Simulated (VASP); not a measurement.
# CuSi16 (a cell with a defect) in VASP: a series of runs, part 2 of 2

VASP 6.6.1. The steps go on from the part before.

### 3 Single point, PBE

Contents of INCAR:

```
  PREC = Accurate
  ENCUT = 520
  EDIFF = 1E-7
  ISMEAR = -1
  SIGMA = 0.02
  LREAL = Auto
  LASPH = True
  NELM = 100
  ALGO = Normal
  ISIF = 2
  LWAVE = False
  LCHARG = False
  GGA = PE
  NELECT = 74.0
  NBANDS = 52
```

Contents of KPOINTS:

```
regular mesh
0
Gamma
  2 2 2
```

Contents of POSCAR:

```
CuSi16
1.0
    0.0000000000      5.4300000000      5.4300000000
    5.4300000000      0.0000000000      5.4300000000
    5.4300000000      5.4300000000      0.0000000000
Si Cu
16 1
Direct
   -0.0246040516     -0.0145488029      0.0377716390
    0.1391804788      0.1151657459      0.1469152855
    0.0041068140     -0.0184530387      0.5198526703
    0.1335911602      0.0932228361      0.6609576427
   -0.0023756906      0.5243093923      0.0217679558
    0.1606906077      0.6347974217      0.1517219153
   -0.0049171271      0.4737384899      0.5118968692
    0.0827992634      0.5931491713      0.6650092081
    0.4873112339      0.0328729282     -0.0367587477
    0.6297605893      0.0911418048      0.1153038674
    0.4945027624      0.0342265193      0.4653499079
    0.6565653775      0.1353867403      0.5689779006
    0.5453959484      0.4820626151     -0.0186187845
    0.6248342541      0.6594383057      0.1103591160
    0.4343370166      0.5338213628      0.4846316759
    0.5896224678      0.6640055249      0.5704696133
    0.7720441989      0.2194843462      0.7516390424
```

Potentials or basis: VASP PAW PBE potentials, release 64 (Si, Cu).

The run is started by

```sh
$ cat potpaw_PBE.64/Si/POTCAR potpaw_PBE.64/Cu/POTCAR > POTCAR
$ mpirun -np 1 vasp_std > vasp.out
```

OUTCAR:

```text
PREC = Accurate
   ENCUT = 520
   EDIFF = 1E-7
   ISMEAR = -1
   LREAL = Auto
   LASPH = True
   NELM = 100
   ISIF = 2
   GGA = PE
   NELECT = 74.0

 ion  position               nearest neighbor table
   1  0.975  0.985  0.038-  10 2.19   6 2.26   4 2.37   2 2.53  17 2.68
   2  0.139  0.115  0.147-   9 2.23   3 2.34   1 2.53   5 2.57
   3  0.004  0.982  0.520-  12 2.22   2 2.34   4 2.40   8 2.46  17 2.55
   4  0.134  0.093  0.661-  17 2.28  11 2.32   1 2.37   7 2.40   3 2.40
   5  0.998  0.524  0.022-   8 2.31  14 2.35   6 2.54   2 2.57
   6  0.161  0.635  0.152-   1 2.26   7 2.33  13 2.45   5 2.54
   7  0.995  0.474  0.512-   8 2.27   6 2.33   4 2.40  17 2.59  16 2.60
   8  0.083  0.593  0.665-  15 2.25   7 2.27   5 2.31   3 2.46
   9  0.487  0.033  0.963-   2 2.23  10 2.25  14 2.35  12 2.49  17 2.59
  10  0.630  0.091  0.115-   1 2.19  11 2.23   9 2.25  17 2.29  13 2.47
  11  0.495  0.034  0.465-  10 2.23  12 2.32   4 2.32  16 2.34
  12  0.657  0.135  0.569-   3 2.22  11 2.32  17 2.43   9 2.49  15 2.57
  13  0.545  0.482  0.981-  14 2.45   6 2.45  10 2.47  16 2.65  17 2.68
  14  0.625  0.659  0.110-   5 2.35   9 2.35  15 2.40  13 2.45
  15  0.434  0.534  0.485-   8 2.25  16 2.34  14 2.40  12 2.57
  16  0.590  0.664  0.570-  11 2.34  15 2.34   7 2.60  13 2.65  17 2.82
  17  0.772  0.219  0.752-   4 2.28  10 2.29  12 2.43   3 2.55   9 2.59   7 2.59   1 2.68  13 2.68
                            16 2.82

  LATTYP: Found a face centered cubic cell.
 ALAT       =    10.8600000000

  Lattice vectors:

 A1 = (   0.0000000000,   5.4300000000,   5.4300000000)
 A2 = (   5.4300000000,   0.0000000000,   5.4300000000)
 A3 = (   5.4300000000,   5.4300000000,   0.0000000000)

Analysis of symmetry for initial positions (statically):
=====================================================================
 Subroutine PRICEL returns:
 Original cell was already a primitive cell.

 Routine SETGRP: Setting up the symmetry group for a
 face centered cubic supercell.

 Subroutine GETGRP returns: Found  1 space group operations
 (whereof  1 operations were pure point group operations)
 out of a pool of 48 trial point group operations.

The static configuration has the point symmetry C_1 .

Analysis of symmetry for dynamics (positions and initial velocities):
=====================================================================
 Subroutine PRICEL returns:
 Original cell was already a primitive cell.

 Routine SETGRP: Setting up the symmetry group for a
 face centered cubic supercell.

 Subroutine GETGRP returns: Found  1 space group operations
 (whereof  1 operations were pure point group operations)
 out of a pool of 48 trial point group operations.

The dynamic configuration has the point symmetry C_1 .

 Subroutine INISYM returns: Found  1 space group operations
 (whereof  1 operations are pure point group operations),
 and found     1 'primitive' translations

----------------------------------------------------------------------------------------

                                     Primitive cell
[... 75 lines left out ...]

 Following reciprocal coordinates:
            Coordinates               Weight
  0.000000  0.000000  0.000000      1.000000
  0.500000  0.000000  0.000000      1.000000
  0.000000  0.500000  0.000000      1.000000
  0.000000  0.000000  0.500000      1.000000
  0.500000  0.500000  0.500000      1.000000
  0.500000  0.500000  0.000000      1.000000
  0.000000  0.500000  0.500000      1.000000
  0.500000  0.000000  0.500000      1.000000
   k-points           NKPTS =      8   k-points in BZ     NKDIM =      8   number of bands    NBANDS=     52
   number of dos      NEDOS =    301   number of ions     NIONS =     17
   total plane-waves  NPLWV = 216000
   dimension x,y,z NGX =    60 NGY =   60 NGZ =   60
   dimension x,y,z NGXF=   120 NGYF=  120 NGZF=  120
   ions per type =              16   1
   NGX,Y,Z   is equivalent  to a cutoff of  12.99, 12.99, 12.99 a.u.
   NGXF,Y,Z  is equivalent  to a cutoff of  25.98, 25.98, 25.98 a.u.
 SYSTEM =  unknown system
   PREC   = accura    normal or accurate (medium, high low for compatibility)
   ISTART =      0    job   : 0-new  1-cont  2-samecut
   ICHARG =      2    charge: 1-file 2-atom 10-const
   ISPIN  =      1    spin polarized calculation?
   LNONCOLLINEAR =      F non collinear calculations
   LSORBIT =      F    spin-orbit coupling
   LASPH  =      T    aspherical Exc in radial PAW
   ENCUT  =  520.0 eV  38.22 Ry    6.18 a.u.  14.28 14.28 14.28*2*pi/ulx,y,z
   NELM   =    100;   NELMIN=  2; NELMDL= -5     # of ELM steps
   EDIFF  = 0.1E-06   stopping-criterion for ELM
   LREAL  =      T    real-space projection
   EDIFFG = 0.1E-05   stopping-criterion for IOM
   NSW    =      0    number of steps for IOM
   IBRION =     -1    ionic relax: 0-MD 1-quasi-New 2-CG
   NFREE  =      0    steps in history (QN), initial steepest desc. (CG)
   ISIF   =      2    stress and relaxation
   ISYM   =      2    0-nonsym 1-usesym 2-fastsym
   POTIM  = 0.5000    time-step for ionic-motion
   TEBEG  =    0.0;   TEEND  =   0.0 temperature during run
   PSTRESS=    0.0 pullay stress
   NELECT =      74.0000    total number of electrons
   NUPDOWN=      -1.0000    fix difference up-down
   EMIN   =  10.00;   EMAX   =-10.00  energy-range for DOS
   EFERMI =   0.00;   METHOD = LEGACY
   ISMEAR =    -1;   SIGMA  =   0.02  broadening in eV -4-tet -1-fermi 0-gaus
   EFERMI_NEDOS =   21; number of points for ismear=-14 and -15
   IALGO  =     38    algorithm
   IMIX   =      4    mixing-type and parameters
     AMIX     =   0.40;   BMIX     =  1.00
     AMIX_MAG =   1.60;   BMIX_MAG =  1.00
  volume/ion in A,a.u.               =      18.84       127.11
  Fermi-wavevector in a.u.,A,eV,Ry     =   1.004636  1.898488 13.732283  1.009294
  Thomas-Fermi vector in A             =   2.137265
   LORBIT       =      0    0 simple, 1 ext, 2 COOP (PROOUT), +10 PAW based schemes
   GGA     = PE    functional components
   LHFCALC =     F    Hartree Fock is set to
   AEXX    =    0.0000 exact exchange contribution
   IVDW    =     0    specifies the selected vdW correction
   LEPSILON=     F    determine dielectric tensor
   LRPA    =     F    only Hartree local field effects (RPA)
 non-spin polarized calculation
  energy-cutoff  :      520.00
  volume of cell :      320.21
 maximum number of plane-waves:      8646
 NGX is ok and might be reduce to    60
   NGX = 29   NGY = 29   NGZ = 29

 number of electron      73.9999999 magnetization

 Free energy of the ion-electron system (eV)
  ---------------------------------------------------
  ext. energy  EPLUGINS =         0.00000000
  ---------------------------------------------------
  free energy    TOTEN  =       -91.10959752 eV

  energy without entropy =      -91.10629546  energy(sigma->0) =      -91.10794649

 E-fermi :   6.4328     XC(G=0):  -9.6662

 val. band max:        6.3889090994   @ k =   0.0000   0.5000   0.0000
 cond. band min:       6.4770565316   @ k =   0.0000   0.0000   0.0000
 fundamental gap:      0.0881474322
 Fermi energy:         6.4327904080

 k-point     1 :       0.0000    0.0000    0.0000
  band No.  band energies     occupation
      1      -6.0202      2.00000
      2      -3.9498      2.00000
      3      -3.6059      2.00000
      4      -3.4908      2.00000
      5      -3.2188      2.00000
      6      -2.1202      2.00000
[... 405 lines left out ...]
     48      10.2161      0.00000
     49      10.3761      0.00000
 [bands above 49 left out]

------------------------ aborting loop because EDIFF is reached ----------------------------------------

  FORCE on cell =-STRESS in cart. coord.  units (eV):
  Direction    XX          YY          ZZ          XY          YZ          ZX
  --------------------------------------------------------------------------------------
  -------------------------------------------------------------------------------------
  Total       -3.1765189     -3.3773122     -2.0780286     -0.3624914      4.3022055     -5.6445207
  in kB      -15.8939754    -16.8986617    -10.3975884     -1.8137559     21.5264420    -28.2428272
  external PRESSURE =     -14.3967418 kB  Pullay stress =       0.0000000 kB

 VOLUME and BASIS-vectors are now :
 -----------------------------------------------------------------------------
  energy-cutoff  :      520.00
  volume of cell :      320.21
      direct lattice vectors                 reciprocal lattice vectors
     0.000000000  5.430000000  5.430000000    -0.092081031  0.092081031  0.092081031
     5.430000000  0.000000000  5.430000000     0.092081031 -0.092081031  0.092081031
     5.430000000  5.430000000  0.000000000     0.092081031  0.092081031 -0.092081031

 POSITION                                       TOTAL-FORCE (eV/Angst)
 -----------------------------------------------------------------------------------
      5.55610      5.50150     10.64740        -0.036763      1.677889      2.487730
      1.42310      1.55350      1.38110         1.245315     -2.240766     -0.692831
      8.15260      2.84510      5.35210        -1.272807      1.224712      0.544120
      4.09520      4.31440      1.23160        -0.365339      0.058334      0.204215
      2.96520      5.53530      8.26410        -0.034883      1.466483     -0.576599
      4.27080      1.69640      4.31950        -2.167953     -0.003732     -1.100001
[... 9 lines left out ...]
      6.70320      6.29930      6.80720        -0.127676      2.145374     -0.349812
      5.27320      8.27360      5.38400         0.439582     -1.100100      0.427331
 -----------------------------------------------------------------------------------
    total drift:                                0.002584     -0.006191     -0.003758

  FREE ENERGIE OF THE ION-ELECTRON SYSTEM (eV)
  ---------------------------------------------------
  free  energy   TOTEN  =       -91.1095975179 eV

  energy  without entropy=      -91.1062954600  energy(sigma->0) =      -91.10794649
```

Run time: 3.4 min. Hardware: 1 thread of Intel Xeon 6975P-C (Granite Rapids), shared host; peak memory 0.49 GiB.

Results:

```yaml
Free_energy: -91.1096 eV
Largest_force: 3.001 eV/Å
```

Forces on the atoms (eV/Å):
```
Si  -0.037  1.678  2.488
Si   1.245 -2.241 -0.693
Si  -1.273  1.225  0.544
Si  -0.365  0.058  0.204
Si  -0.035  1.466 -0.577
Si  -2.168 -0.004 -1.100
Si   0.480 -1.307 -0.608
Si   1.193 -0.413  0.581
Si  -1.869 -0.180 -0.114
Si   1.747 -0.792  0.197
Si   0.416  0.906 -0.973
Si   1.997 -1.579 -0.810
Si   0.641 -1.091  0.444
Si  -0.769 -0.072 -0.763
Si  -1.515  1.299  1.101
Si  -0.128  2.145 -0.350
Cu   0.440 -1.100  0.427
```

Caveat: the k points lie up to 0.50 Å⁻¹ apart; the cell carries a net charge on a neutralising background, which shifts energy and pressure; the cell is charged against a uniform background, so pressure and absolute levels hang on convention; the atoms stand as in a frame of molecular dynamics.
